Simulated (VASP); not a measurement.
# BrTl in VASP: single point with r2SCAN

Aim: the single point of BrTl with r2SCAN.

All numbers are computed with VASP 6.6.1; they aren't measurements. Logs are shortened: lines on timing, memory, paths and dates and some standing lists are left out, and cuts for length are marked.

## Step 1: The cell of the first run

The cell holds a molecule in a box, 2 atoms: a = 9.000 Å, b = 9.000 Å, c = 12.000 Å, α = 90.00°, β = 90.00°, γ = 90.00°.

## Step 2: Single point, r2SCAN (last atom moved by 0.04 Å along z)

Input file INCAR:

```
METAGGA = R2SCAN
ISMEAR = 0
SIGMA = 0.03
LWAVE = False
LCHARG = False
ISIF = 0
PREC = Accurate
LASPH = True
LREAL = False
ALGO = Normal
EDIFF = 1E-7
NELM = 120
GGA_COMPAT = False
ENCUT = 520
EFERMI = MIDGAP
NELMDL = -8
LMIXTAU = True
```

Input file KPOINTS:

```
k-points
0
Gamma
  1 1 1
```

Input file POSCAR:

```
TlBr
1.0
    9.0000000000      0.0000000000      0.0000000000
    0.0000000000      9.0000000000      0.0000000000
    0.0000000000      0.0000000000     12.0000000000
Br Tl
1 1
Direct
    0.5014444400      0.5023333300      0.3937420400
    0.5014444400      0.5023333300      0.6152579500
```

Potentials or basis: VASP PAW PBE potentials, release 64 (Br, Tl_d).

Command:

```
$ cat potpaw_PBE.64/Br/POTCAR potpaw_PBE.64/Tl_d/POTCAR > POTCAR
$ mpirun -np 1 vasp_gam > vasp.out
```

OUTCAR:

```text
METAGGA = R2SCAN
   ISMEAR = 0
   ISIF = 0
   PREC = Accurate
   LASPH = True
   LREAL = False
   EDIFF = 1E-7
   NELM = 120
   ENCUT = 520
   EFERMI = MIDGAP
   NELMDL = -8

 ion  position               nearest neighbor table
   1  0.501  0.502  0.394-   2 2.66
   2  0.501  0.502  0.615-   1 2.66

  LATTYP: Found a simple tetragonal cell.
 ALAT       =     9.0000000000
 C/A-ratio  =     1.3333333333

  Lattice vectors:

 A1 = (   9.0000000000,   0.0000000000,   0.0000000000)
 A2 = (   0.0000000000,   9.0000000000,   0.0000000000)
 A3 = (   0.0000000000,   0.0000000000,  12.0000000000)

Analysis of symmetry for initial positions (statically):
=====================================================================
 Subroutine PRICEL returns:
 Original cell was already a primitive cell.

 Routine SETGRP: Setting up the symmetry group for a
 simple tetragonal supercell.

 Subroutine GETGRP returns: Found  8 space group operations
 (whereof  1 operations were pure point group operations)
 out of a pool of 16 trial point group operations.

The static configuration has the point symmetry C_1 .
 The point group associated with its full space group is C_4v.

Analysis of symmetry for dynamics (positions and initial velocities):
=====================================================================
 Subroutine PRICEL returns:
 Original cell was already a primitive cell.

 Routine SETGRP: Setting up the symmetry group for a
 simple tetragonal supercell.

 Subroutine GETGRP returns: Found  8 space group operations
 (whereof  1 operations were pure point group operations)
 out of a pool of 16 trial point group operations.

The dynamic configuration has the point symmetry C_1 .
 The point group associated with its full space group is C_4v.

 Subroutine INISYM returns: Found  8 space group operations
 (whereof  1 operations are pure point group operations),
 and found     1 'primitive' translations

----------------------------------------------------------------------------------------

                                     Primitive cell

  volume of cell :     972.0000

  direct lattice vectors                    reciprocal lattice vectors
     9.000000000  0.000000000  0.000000000     0.111111111  0.000000000  0.000000000
     0.000000000  9.000000000  0.000000000     0.000000000  0.111111111  0.000000000
     0.000000000  0.000000000 12.000000000     0.000000000  0.000000000  0.083333333

  length of vectors
     9.000000000  9.000000000 12.000000000     0.111111111  0.111111111  0.083333333
[... 47 lines left out ...]
 SYSTEM =  unknown system
   PREC   = accura    normal or accurate (medium, high low for compatibility)
   ISTART =      0    job   : 0-new  1-cont  2-samecut
   ICHARG =      2    charge: 1-file 2-atom 10-const
   ISPIN  =      1    spin polarized calculation?
   LNONCOLLINEAR =      F non collinear calculations
   LSORBIT =      F    spin-orbit coupling
   LASPH  =      T    aspherical Exc in radial PAW
   ENCUT  =  520.0 eV  38.22 Ry    6.18 a.u.  16.73 16.73 22.31*2*pi/ulx,y,z
   NELM   =    120;   NELMIN=  2; NELMDL= -8     # of ELM steps
   EDIFF  = 0.1E-06   stopping-criterion for ELM
   LREAL  =      F    real-space projection
   EDIFFG = 0.1E-05   stopping-criterion for IOM
   NSW    =      0    number of steps for IOM
   IBRION =     -1    ionic relax: 0-MD 1-quasi-New 2-CG
   NFREE  =      0    steps in history (QN), initial steepest desc. (CG)
   ISIF   =      0    stress and relaxation
   ISYM   =      2    0-nonsym 1-usesym 2-fastsym
   POTIM  = 0.5000    time-step for ionic-motion
   TEBEG  =    0.0;   TEEND  =   0.0 temperature during run

   SCALEE = 1.0000    scale energy and forces
   PSTRESS=    0.0 pullay stress
   NELECT =      20.0000    total number of electrons
   NUPDOWN=      -1.0000    fix difference up-down
   EMIN   =  10.00;   EMAX   =-10.00  energy-range for DOS
   EFERMI =   0.00;   METHOD = MIDGAP
   ISMEAR =     0;   SIGMA  =   0.03  broadening in eV -4-tet -1-fermi 0-gaus
   EFERMI_NEDOS =   21; number of points for ismear=-14 and -15
   IALGO  =     38    algorithm
   IMIX   =      4    mixing-type and parameters
     AMIX     =   0.40;   BMIX     =  1.00
     AMIX_MAG =   1.60;   BMIX_MAG =  1.00
  volume/ion in A,a.u.               =     486.00      3279.69
  Fermi-wavevector in a.u.,A,eV,Ry     =   0.448604  0.847738  2.738107  0.201245
  Thomas-Fermi vector in A             =   1.428188
   LORBIT       =      0    0 simple, 1 ext, 2 COOP (PROOUT), +10 PAW based schemes
   METAGGA = R2SCAN    functional components
   LHFCALC =     F    Hartree Fock is set to
   AEXX    =    0.0000 exact exchange contribution
   IVDW    =     0    specifies the selected vdW correction
   LEPSILON=     F    determine dielectric tensor
   LRPA    =     F    only Hartree local field effects (RPA)

   CSHIFT  =0.1000    complex shift for real part using Kramers Kronig

   OMEGAMAX=  -1.0    maximum frequency
 non-spin polarized calculation
 Gauss-broadening in eV      SIGMA  =   0.03
  energy-cutoff  :      520.00
  volume of cell :      972.00
 maximum number of plane-waves:     13093
 NGX is ok and might be reduce to    70
   NGX = 33   NGY = 33   NGZ = 45

 number of electron      19.9999999 magnetization

 Free energy of the ion-electron system (eV)
  ---------------------------------------------------
  ext. energy  EPLUGINS =         0.00000000
  ---------------------------------------------------
  free energy    TOTEN  =       -67.16097497 eV

  energy without entropy =      -67.16097497  energy(sigma->0) =      -67.16097497

 E-fermi :  -3.8385     XC(G=0):  -0.9928

 val. band max:       -5.9906933725   @ k =   0.0000   0.0000   0.0000
 cond. band min:      -1.6862712708   @ k =   0.0000   0.0000   0.0000
 fundamental gap:      4.3044221017
 Fermi energy:        -3.8384823216

 k-point     1 :       0.0000    0.0000    0.0000
  band No.  band energies     occupation
      1     -18.6858      2.00000
      2     -16.2074      2.00000
      3     -16.2074      2.00000
      4     -16.0283      2.00000
      5     -16.0283      2.00000
      6     -15.8970      2.00000
      7     -10.1299      2.00000
      8      -6.0038      2.00000
      9      -6.0038      2.00000
     10      -5.9907      2.00000
     11      -1.6863      0.00000
     12      -1.6862      0.00000
     13       0.0524      0.00000
     14       0.3189      0.00000

------------------------ aborting loop because EDIFF is reached ----------------------------------------

 VOLUME and BASIS-vectors are now :
 -----------------------------------------------------------------------------
  energy-cutoff  :      520.00
  volume of cell :      972.00
      direct lattice vectors                 reciprocal lattice vectors
     9.000000000  0.000000000  0.000000000     0.111111111  0.000000000  0.000000000
     0.000000000  9.000000000  0.000000000     0.000000000  0.111111111  0.000000000
     0.000000000  0.000000000 12.000000000     0.000000000  0.000000000  0.083333333

 POSITION                                       TOTAL-FORCE (eV/Angst)
 -----------------------------------------------------------------------------------
      4.51300      4.52100      4.72490         0.000000      0.000000      0.045397
      4.51300      4.52100      7.38310         0.000000     -0.000000     -0.045397
 -----------------------------------------------------------------------------------
    total drift:                                0.000241      0.000168     -0.000280

  FREE ENERGIE OF THE ION-ELECTRON SYSTEM (eV)
  ---------------------------------------------------
  free  energy   TOTEN  =       -67.1609749698 eV

  energy  without entropy=      -67.1609749698  energy(sigma->0) =      -67.16097497
```

OSZICAR:

```text
N       E                     dE             d eps       ncg     rms          rms(c)
DAV:   1     0.162651648140E+03    0.16265E+03   -0.54072E+03    28   0.915E+02
DAV:   2    -0.363607518455E+02   -0.19901E+03   -0.19329E+03    48   0.216E+02
DAV:   3    -0.720623415370E+02   -0.35702E+02   -0.35645E+02    34   0.102E+02
[... 43 lines left out ...]
DAV:  47    -0.671609737793E+02   -0.24159E-06   -0.17553E-06    28   0.181E-02    0.462E-04
DAV:  48    -0.671609733978E+02    0.38156E-06   -0.24236E-06    28   0.209E-02    0.513E-04
DAV:  49    -0.671609739066E+02   -0.50880E-06   -0.48382E-07    28   0.980E-03    0.240E-04
DAV:  50    -0.671609749810E+02   -0.10745E-05   -0.90893E-07    28   0.132E-02    0.220E-04
DAV:  51    -0.671609749698E+02    0.11211E-07   -0.22153E-07    28   0.638E-03
   1 F= -.67160975E+02 E0= -.67160975E+02  d E =0.000000E+00
```

Run time: 4.7 min. Hardware: 1 thread of Intel Xeon 6975P-C (Granite Rapids), shared host; peak memory 0.99 GiB.

Results:

| Quantity | Value |
| --- | --- |
| Free energy | -67.1610 eV |
| Largest force | 0.045 eV/Å |
| Gap between the frontier levels | 4.30 eV |

Forces on the atoms (eV/Å):
```
Br   0.000  0.000  0.045
Tl   0.000  0.000 -0.045
```

Levels at points of the mesh, in eV from the valence-band top:
```tsv
k point	band 8	band 9	band 10	band 11	band 12	band 13
(0.00, 0.00, 0.00)	-0.01	-0.01	0.00	4.30	4.30	6.04
```

Caveat: the cell differs from its parent crystal (last atom moved by 0.04 Å along z); the PAW data sets were made with another functional, which shifts forces and pressure a little; spin-orbit coupling is left out, which moves the levels of the heavy elements.
